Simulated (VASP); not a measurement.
Input of a VASP 6.6.1 run:

INCAR

```
PREC     = Accurate       # precision mode
ENCUT    = 500            # plane-wave cutoff, eV
EDIFF    = 1E-6           # SCF threshold, eV
ISMEAR   = -1             # smearing method
SIGMA    = 0.08           # smearing width, eV
LREAL    = F              # projectors in reciprocal space
LASPH    = T              # aspherical terms in the spheres
NELM     = 120            # most SCF steps
ALGO     = Normal         # electronic algorithm
ISIF     = 2              # what is computed and relaxed
LWAVE    = F              # write WAVECAR
LCHARG   = T              # write CHGCAR
GGA      = PS             # functional
LELF     = T              # ELF
LVHAR    = T            
NBANDS   = 17             # bands
GGA_COMPAT= F
```

The input KPOINTS:

```
Automatic mesh
0
Gamma
  15 15 9
```

Contents of POSCAR:

```
Hf
1.0
    2.8546930513      0.0000000000      0.0000000000
   -1.4273465256      2.4722367024      0.0000000000
    0.0000000000      0.0000000000      4.6531568860
Hf
2
Direct
    0.3333333333      0.6666666667      0.2500000000
    0.6666666667      0.3333333333      0.7500000000
```

Potentials or basis: VASP PAW PBE potentials, release 64 (Hf_pv).

Run with:

```sh
$ cat potpaw_PBE.64/Hf_pv/POTCAR > POTCAR
$ mpirun -np 1 vasp_std > vasp.out
```

Predict the pressure.

48.4 GPa.

Estimate the band gap on the k mesh.

zero (bands 10 and 11 overlap by 1.78 eV).

Stress tensor (GPa, compression positive):
```
48.54  0.00  0.00
 0.00 48.54  0.00
 0.00  0.00 48.19
```

Caveat: the cell stands under pressure; the PAW data sets were made with another functional, which shifts forces and pressure a little; spin-orbit coupling is left out, which moves the levels of the heavy elements.
